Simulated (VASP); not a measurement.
AgBr:

```
Ag Br
1.0
     0.00000    2.89276    2.89276
     2.89276    0.00000    2.89276
     2.89276    2.89276    0.00000
Ag Br
1 1
Direct
  0.00000 0.00000 0.00000
  0.50000 0.50000 0.50000
```

Base run:

| Item | Value |
| --- | --- |
| Program | VASP 6.6.1 |
| Functional | r2SCAN |
| Potentials or basis | VASP PAW PBE potentials, release 64 (Ag, Br) |
| Cutoff | 550 eV |
| k mesh | 8 × 8 × 8 |
| Occupations | gaussian, width 0.01 eV |
| Spin | no spin polarisation |

Its results: band gap on the k mesh 1.25 eV (least direct gap 3.19 eV); pressure -0.1 GPa.

The run is repeated on the same cell with these changes: functional from r2SCAN to PBE; cutoff from 550 eV to 500 eV. What comes out?

Band gap on the k mesh 0.68 eV (least direct gap 2.53 eV); pressure 1.2 GPa.

Caveats: the PAW data sets were made with another functional, which shifts forces and pressure a little (at least some runs).

A k mesh can miss the band edges.
